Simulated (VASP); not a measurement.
# PbS (Fm-3m) in VASP: notebook

The runs below take PbS through single point, with LDA, PBEsol.

Program: VASP 6.6.1. These are calculated values, not measurements. Logs are shortened: lines on timing, memory, paths and dates and some standing lists are left out, and cuts for length are marked.

## (1) The cell of the first run

It takes space group Fm-3m (No. 225, cubic). The conventional cell has a = 5.850 Å, b = 5.850 Å, c = 5.850 Å, α = 90.00°, β = 90.00°, γ = 90.00°. Within 3.9 Å of Pb (site symmetry m-3m) lie 6 S at 2.92 Å. S (site symmetry m-3m) has 6 Pb at 2.92 Å within 3.9 Å.

## (2) Single point, LDA (25.02 Å³/atom)

INCAR reads:

```
PREC     = Accurate       # precision mode
ENCUT    = 500            # plane-wave cutoff, eV
EDIFF    = 1E-6           # SCF threshold, eV
ISMEAR   = -1             # smearing method
SIGMA    = 0.01           # smearing width, eV
LREAL    = False          # projectors in reciprocal space
LASPH    = True           # aspherical terms in the spheres
NELM     = 120            # most SCF steps
ALGO     = Normal         # electronic algorithm
ISIF     = 2              # what is computed and relaxed
LWAVE    = False          # write WAVECAR
LCHARG   = False          # write CHGCAR
NBANDS   = 17             # bands
GGA_COMPAT= False
```

KPOINTS reads:

```
regular mesh
0
Gamma
  8 8 8
```

POSCAR reads:

```
PbS
1.0
    0.0000000000      2.9249275202      2.9249275202
    2.9249275202      0.0000000000      2.9249275202
    2.9249275202      2.9249275202      0.0000000000
Pb S
1 1
Direct
    0.0000000000      0.0000000000      0.0000000000
    0.5000000000      0.5000000000      0.5000000000
```

Potentials or basis: VASP PAW LDA potentials, release 64 (Pb_d, S).

Started as:

```console
cat potpaw_LDA.64/Pb_d/POTCAR potpaw_LDA.64/S/POTCAR > POTCAR
mpirun -np 1 vasp_std > vasp.out
```

OUTCAR:

```text
PREC = Accurate
   ENCUT = 500
   EDIFF = 1E-6
   ISMEAR = -1
   LREAL = False
   LASPH = True
   NELM = 120
   ISIF = 2

 ion  position               nearest neighbor table
   1  0.000  0.000  0.000-   2 2.92   2 2.92   2 2.92   2 2.92   2 2.92   2 2.92
   2  0.500  0.500  0.500-   1 2.92   1 2.92   1 2.92   1 2.92   1 2.92   1 2.92

  LATTYP: Found a face centered cubic cell.
 ALAT       =     5.8498550404

  Lattice vectors:

 A1 = (   0.0000000000,   2.9249275202,   2.9249275202)
 A2 = (   2.9249275202,   0.0000000000,   2.9249275202)
 A3 = (   2.9249275202,   2.9249275202,   0.0000000000)

Analysis of symmetry for initial positions (statically):
=====================================================================
 Subroutine PRICEL returns:
 Original cell was already a primitive cell.

 Routine SETGRP: Setting up the symmetry group for a
 face centered cubic supercell.

 Subroutine GETGRP returns: Found 48 space group operations
 (whereof 48 operations were pure point group operations)
 out of a pool of 48 trial point group operations.

The static configuration has the point symmetry O_h .

Analysis of symmetry for dynamics (positions and initial velocities):
=====================================================================
 Subroutine PRICEL returns:
 Original cell was already a primitive cell.

 Routine SETGRP: Setting up the symmetry group for a
 face centered cubic supercell.

 Subroutine GETGRP returns: Found 48 space group operations
 (whereof 48 operations were pure point group operations)
 out of a pool of 48 trial point group operations.

The dynamic configuration has the point symmetry O_h .

 Subroutine INISYM returns: Found 48 space group operations
 (whereof 48 operations are pure point group operations),
 and found     1 'primitive' translations

----------------------------------------------------------------------------------------

                                     Primitive cell

  volume of cell :      50.0467

  direct lattice vectors                    reciprocal lattice vectors
     0.000000000  2.924927520  2.924927520    -0.170944407  0.170944407  0.170944407
     2.924927520  0.000000000  2.924927520     0.170944407 -0.170944407  0.170944407
     2.924927520  2.924927520  0.000000000     0.170944407  0.170944407 -0.170944407

  length of vectors
     4.136472168  4.136472168  4.136472168     0.296084398  0.296084398  0.296084398

  position of ions in fractional coordinates (direct lattice)
     0.000000000  0.000000000  0.000000000
     0.500000000  0.500000000  0.500000000

  ion indices of the primitive-cell ions
   primitive index   ion index
                 1           1
                 2           2

----------------------------------------------------------------------------------------

 KPOINTS: regular mesh

Automatic generation of k-mesh.
 Grid dimensions read from file:
 generate k-points for:    8    8    8

 Generating k-lattice:

  Cartesian coordinates                     Fractional coordinates (reciprocal lattice)
    -0.021368051  0.021368051  0.021368051     0.125000000  0.000000000  0.000000000
     0.021368051 -0.021368051  0.021368051     0.000000000  0.125000000  0.000000000
     0.021368051  0.021368051 -0.021368051     0.000000000  0.000000000  0.125000000

  Length of vectors
     0.037010550  0.037010550  0.037010550

  Shift w.r.t. Gamma in fractional coordinates (k-lattice)
     0.000000000  0.000000000  0.000000000

 Subroutine IBZKPT returns following result:
 ===========================================

 Found     29 irreducible k-points:

 Following reciprocal coordinates:
            Coordinates               Weight
  0.000000  0.000000  0.000000      1.000000
  0.125000  0.000000  0.000000      8.000000
  0.250000  0.000000  0.000000      8.000000
  0.375000  0.000000  0.000000      8.000000
  0.500000  0.000000  0.000000      4.000000
  0.125000  0.125000  0.000000      6.000000
[... 16 lines left out ...]
  0.500000  0.250000  0.125000     48.000000
 -0.375000  0.250000  0.125000     24.000000
 [... further k-points ...]
   k-points           NKPTS =     29   k-points in BZ     NKDIM =     29   number of bands    NBANDS=     17
   number of dos      NEDOS =    301   number of ions     NIONS =      2
   total plane-waves  NPLWV =  27000
   dimension x,y,z NGX =    30 NGY =   30 NGZ =   30
   dimension x,y,z NGXF=    60 NGYF=   60 NGZF=   60
   ions per type =               1   1
   NGX,Y,Z   is equivalent  to a cutoff of  12.06, 12.06, 12.06 a.u.
   NGXF,Y,Z  is equivalent  to a cutoff of  24.11, 24.11, 24.11 a.u.
 SYSTEM =  unknown system
   PREC   = accura    normal or accurate (medium, high low for compatibility)
   ISTART =      0    job   : 0-new  1-cont  2-samecut
   ICHARG =      2    charge: 1-file 2-atom 10-const
   ISPIN  =      1    spin polarized calculation?
   LNONCOLLINEAR =      F non collinear calculations
   LSORBIT =      F    spin-orbit coupling
   LASPH  =      T    aspherical Exc in radial PAW
   ENCUT  =  500.0 eV  36.75 Ry    6.06 a.u.   7.54  7.54  7.54*2*pi/ulx,y,z
   NELM   =    120;   NELMIN=  2; NELMDL= -5     # of ELM steps
   EDIFF  = 0.1E-05   stopping-criterion for ELM
   LREAL  =      F    real-space projection
   EDIFFG = 0.1E-04   stopping-criterion for IOM
   NSW    =      0    number of steps for IOM
   IBRION =     -1    ionic relax: 0-MD 1-quasi-New 2-CG
   NFREE  =      0    steps in history (QN), initial steepest desc. (CG)
   ISIF   =      2    stress and relaxation
   ISYM   =      2    0-nonsym 1-usesym 2-fastsym
   POTIM  = 0.5000    time-step for ionic-motion
   TEBEG  =    0.0;   TEEND  =   0.0 temperature during run
   PSTRESS=    0.0 pullay stress
   NELECT =      20.0000    total number of electrons
   NUPDOWN=      -1.0000    fix difference up-down
   EMIN   =  10.00;   EMAX   =-10.00  energy-range for DOS
   EFERMI =   0.00;   METHOD = LEGACY
   ISMEAR =    -1;   SIGMA  =   0.01  broadening in eV -4-tet -1-fermi 0-gaus
   EFERMI_NEDOS =   21; number of points for ismear=-14 and -15
   IALGO  =     38    algorithm
   IMIX   =      4    mixing-type and parameters
     AMIX     =   0.40;   BMIX     =  1.00
     AMIX_MAG =   1.60;   BMIX_MAG =  1.00
  volume/ion in A,a.u.               =      25.02       168.87
  Fermi-wavevector in a.u.,A,eV,Ry     =   1.205849  2.278725 19.783860  1.454073
  Thomas-Fermi vector in A             =   2.341534
   LORBIT       =      0    0 simple, 1 ext, 2 COOP (PROOUT), +10 PAW based schemes
   GGA     = CA    functional components
   LHFCALC =     F    Hartree Fock is set to
   AEXX    =    0.0000 exact exchange contribution
   IVDW    =     0    specifies the selected vdW correction
   LEPSILON=     F    determine dielectric tensor
   LRPA    =     F    only Hartree local field effects (RPA)
 non-spin polarized calculation
  energy-cutoff  :      500.00
  volume of cell :       50.05
 maximum number of plane-waves:      1287
   NGX = 15   NGY = 15   NGZ = 15

 number of electron      19.9999998 magnetization

 Free energy of the ion-electron system (eV)
  ---------------------------------------------------
  ext. energy  EPLUGINS =         0.00000000
  ---------------------------------------------------
  free energy    TOTEN  =        -9.99910814 eV

  energy without entropy =       -9.99901742  energy(sigma->0) =       -9.99906278

 E-fermi :   6.2366     XC(G=0): -10.2202

 val. band max:        6.2128408720   @ k =   0.5000   0.0000   0.0000
 cond. band min:       6.2604212082   @ k =   0.5000   0.0000   0.0000
 fundamental gap:      0.0475803362
 Fermi energy:         6.2366310399

 k-point     1 :       0.0000    0.0000    0.0000
  band No.  band energies     occupation
      1     -10.6941      2.00000
      2     -10.6941      2.00000
      3     -10.6941      2.00000
      4     -10.6865      2.00000
      5     -10.6865      2.00000
      6      -7.7983      2.00000
[... 9 lines left out ...]
     16      12.6996      0.00000
     17      14.4699      0.00000

 k-point     2 :       0.1250    0.0000    0.0000
  band No.  band energies     occupation
      1     -10.6943      2.00000
      2     -10.6943      2.00000
      3     -10.6934      2.00000
      4     -10.6838      2.00000
      5     -10.6838      2.00000
      6      -7.6530      2.00000
[... 9 lines left out ...]
     16      13.0904      0.00000
     17      15.7876      0.00000

 k-point     3 :       0.2500    0.0000    0.0000
  band No.  band energies     occupation
      1     -10.7068      2.00000
      2     -10.7068      2.00000
      3     -10.6924      2.00000
      4     -10.6650      2.00000
      5     -10.6650      2.00000
      6      -7.2455      2.00000
[... 9 lines left out ...]
     16      13.9612      0.00000
     17      18.0114      0.00000

 k-point     4 :       0.3750    0.0000    0.0000
  band No.  band energies     occupation
      1     -10.7199      2.00000
      2     -10.7199      2.00000
      3     -10.6920      2.00000
      4     -10.6456      2.00000
      5     -10.6456      2.00000
      6      -6.7033      2.00000
[... 9 lines left out ...]
     16      15.2137      0.00000
     17      17.9878      0.00000

 k-point     5 :       0.5000    0.0000    0.0000
  band No.  band energies     occupation
      1     -10.7253      2.00000
      2     -10.7253      2.00000
      3     -10.6921      2.00000
      4     -10.6374      2.00000
      5     -10.6374      2.00000
      6      -6.4001      2.00000
[... 9 lines left out ...]
     16      16.1749      0.00000
     17      16.6883      0.00000

 k-point     6 :       0.1250    0.1250    0.0000
  band No.  band energies     occupation
      1     -10.7020      2.00000
      2     -10.6988      2.00000
      3     -10.6838      2.00000
      4     -10.6838      2.00000
      5     -10.6819      2.00000
      6      -7.6014      2.00000
[... 9 lines left out ...]
     16      13.9318      0.00000
     17      15.4292      0.00000

 k-point     7 :       0.2500    0.1250    0.0000
  band No.  band energies     occupation
      1     -10.7219      2.00000
      2     -10.6991      2.00000
      3     -10.6901      2.00000
      4     -10.6719      2.00000
      5     -10.6625      2.00000
      6      -7.2734      2.00000
[... 9 lines left out ...]
     16      14.7380      0.00000
     17      16.7476      0.00000

 k-point     8 :       0.3750    0.1250    0.0000
  band No.  band energies     occupation
      1     -10.7392      2.00000
      2     -10.7030      2.00000
      3     -10.6931      2.00000
      4     -10.6592      2.00000
      5     -10.6430      2.00000
      6      -6.7603      2.00000
[... 9 lines left out ...]
     16      15.8081      0.00000
     17      17.9332      0.00000
[... 203 lines left out ...]
      1     -10.8563      2.00000
      2     -10.7174      2.00000
      3     -10.6638      2.00000
      4     -10.6288      2.00000
      5     -10.6247      2.00000
      6      -5.9746      2.00000
[... 9 lines left out ...]
     16      17.7619      0.00000
     17      17.9316      0.00000

 k-point    20 :      -0.3750    0.3750    0.0000
  band No.  band energies     occupation
      1     -10.8301      2.00000
      2     -10.6990      2.00000
      3     -10.6783      2.00000
      4     -10.6415      2.00000
      5     -10.6300      2.00000
      6      -5.8970      2.00000
[... 9 lines left out ...]
     16      17.1210      0.00000
     17      18.8554      0.00000

 k-point    21 :       0.5000    0.5000    0.0000
  band No.  band energies     occupation
      1     -10.8802      2.00000
      2     -10.7259      2.00000
      3     -10.6554      2.00000
      4     -10.6201      2.00000
      5     -10.6201      2.00000
      6      -5.8858      2.00000
[... 9 lines left out ...]
     16      18.4114      0.00000
     17      18.4732      0.00000

 k-point    22 :       0.3750    0.2500    0.1250
  band No.  band energies     occupation
      1     -10.7472      2.00000
      2     -10.6991      2.00000
      3     -10.6914      2.00000
      4     -10.6590      2.00000
      5     -10.6515      2.00000
      6      -6.8828      2.00000
[... 9 lines left out ...]
     16      15.9733      0.00000
     17      16.3518      0.00000

 k-point    23 :       0.5000    0.2500    0.1250
  band No.  band energies     occupation
      1     -10.7662      2.00000
      2     -10.7006      2.00000
      3     -10.6881      2.00000
      4     -10.6543      2.00000
      5     -10.6409      2.00000
      6      -6.3901      2.00000
[... 9 lines left out ...]
     16      16.3820      0.00000
     17      17.4351      0.00000

 k-point    24 :      -0.3750    0.2500    0.1250
  band No.  band energies     occupation
      1     -10.7731      2.00000
      2     -10.7052      2.00000
      3     -10.6777      2.00000
      4     -10.6601      2.00000
      5     -10.6346      2.00000
      6      -6.1325      2.00000
[... 9 lines left out ...]
     16      17.0187      0.00000
     17      17.2696      0.00000

 [... further k-points ...]
[... 5 lines left out ...]
  --------------------------------------------------------------------------------------
  -------------------------------------------------------------------------------------
  Total       -0.0296040     -0.0296040     -0.0296040      0.0000000      0.0000000     -0.0000000
  in kB       -0.9477328     -0.9477328     -0.9477328      0.0000000      0.0000000     -0.0000000
  external PRESSURE =      -0.9477328 kB  Pullay stress =       0.0000000 kB

 VOLUME and BASIS-vectors are now :
 -----------------------------------------------------------------------------
  energy-cutoff  :      500.00
  volume of cell :       50.05
      direct lattice vectors                 reciprocal lattice vectors
     0.000000000  2.924927520  2.924927520    -0.170944407  0.170944407  0.170944407
     2.924927520  0.000000000  2.924927520     0.170944407 -0.170944407  0.170944407
     2.924927520  2.924927520  0.000000000     0.170944407  0.170944407 -0.170944407

 POSITION                                       TOTAL-FORCE (eV/Angst)
 -----------------------------------------------------------------------------------
      0.00000      0.00000      0.00000        -0.000000     -0.000000      0.000000
      2.92493      2.92493      2.92493         0.000000      0.000000     -0.000000
 -----------------------------------------------------------------------------------
    total drift:                               -0.000000      0.000000      0.000000

  FREE ENERGIE OF THE ION-ELECTRON SYSTEM (eV)
  ---------------------------------------------------
  free  energy   TOTEN  =        -9.9991081432 eV

  energy  without entropy=       -9.9990174221  energy(sigma->0) =       -9.99906278
```

Run time: 10 s. Hardware: 1 thread of AMD EPYC 9R45 (Zen 5), shared host; peak memory 0.13 GiB.

What came out:

| Item | Value |
| --- | --- |
| Free energy | -9.9991 eV |
| Pressure | -0.1 GPa |
| Band gap on the k mesh | 0.05 eV |

Caveat: spin-orbit coupling is left out, which moves the levels of the heavy elements. A k mesh can miss the band edges.

## (3) Single point, LDA

This run uses another cell than the first one, of 26.07 Å³/atom.

INCAR reads:

```
SYSTEM = PbS
ALGO = Normal
EDIFF = 1E-6
ENCUT = 500
GGA_COMPAT = .False.
ISIF = 2
ISMEAR = -1
LASPH = .True.
LCHARG = .False.
LREAL = .False.
LWAVE = .False.
NBANDS = 17
NELM = 120
PREC = Accurate
SIGMA = 0.01
```

KPOINTS reads:

```
k-points
0
Gamma
  8 8 8
  0 0 0
```

POSCAR reads:

```
PbS
1.0
    0.0000000000      2.9650000000      2.9650000000
    2.9650000000      0.0000000000      2.9650000000
    2.9650000000      2.9650000000      0.0000000000
Pb S
1 1
Direct
    0.0000000000      0.0000000000      0.0000000000
    0.5000000000      0.5000000000      0.5000000000
```

Potentials or basis: VASP PAW LDA potentials, release 64 (Pb_d, S).

Started as:

```console
cat potpaw_LDA.64/Pb_d/POTCAR potpaw_LDA.64/S/POTCAR > POTCAR
mpirun -np 1 vasp_std > vasp.out
```

Run time: 11 s. Hardware: 1 thread of AMD EPYC 9R45 (Zen 5), shared host; peak memory 0.13 GiB.

Results (log left out):

| Property | Result |
| --- | --- |
| Free energy | -9.9827 eV |
| Pressure | -2.5 GPa |
| Band gap on the k mesh | 0.20 eV |

Levels at points of the mesh, in eV from the valence-band top:
```csv
k point,band 6,band 7,band 8,band 9,band 10,band 11,band 12,band 13,band 14,band 15
"(0.00, 0.00, 0.00)",-13.58,-6.08,-2.17,-2.17,-2.17,5.07,5.07,5.07,6.64,6.64
"(0.50, 0.00, 0.00)",-12.29,-8.94,-1.76,-1.76,0.00,0.20,1.83,1.83,8.47,10.08
"(0.50, 0.50, 0.00)",-11.85,-7.28,-5.27,-3.47,-3.47,3.72,5.46,5.56,5.56,11.18
```

Caveat: spin-orbit coupling is left out, which moves the levels of the heavy elements. A k mesh can miss the band edges.

(Continued in part 2 of 2.)
